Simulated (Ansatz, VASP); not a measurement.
# One calculation of NaH, two programs

```xyz
2
Lattice="0.0000 2.4070 2.4070 2.4070 0.0000 2.4070 2.4070 2.4070 0.0000" Properties=species:S:1:pos:R:3 pbc="T T T"
Na    0.0000    0.0000    0.0000
H     2.4070    2.4070    2.4070
```

Change from the starting cell: volume scaled by 0.96.

Alike in both runs: task single point; functional PBE; k mesh 9 × 9 × 9; occupations fermi-dirac, width 0.03 eV; no spin polarisation.

```csv
,VASP,Ansatz
version,VASP 6.6.1,Ansatz 0.2.0
potentials or method,"VASP PAW PBE potentials, release 64 (Na_pv, H), cutoff 520 eV","all-electron LAPW, scalar-relativistic"
```

|  | VASP | Ansatz | Ansatz less VASP |
| --- | --- | --- | --- |
| gap on the k mesh at the Fermi level (eV) | 4.09 | 4.09 | +0.002 |
| pressure (GPa) | 0.2 | 0.3 | +0.05 |

Ansatz ran all-electron here, and VASP with PAW potentials.
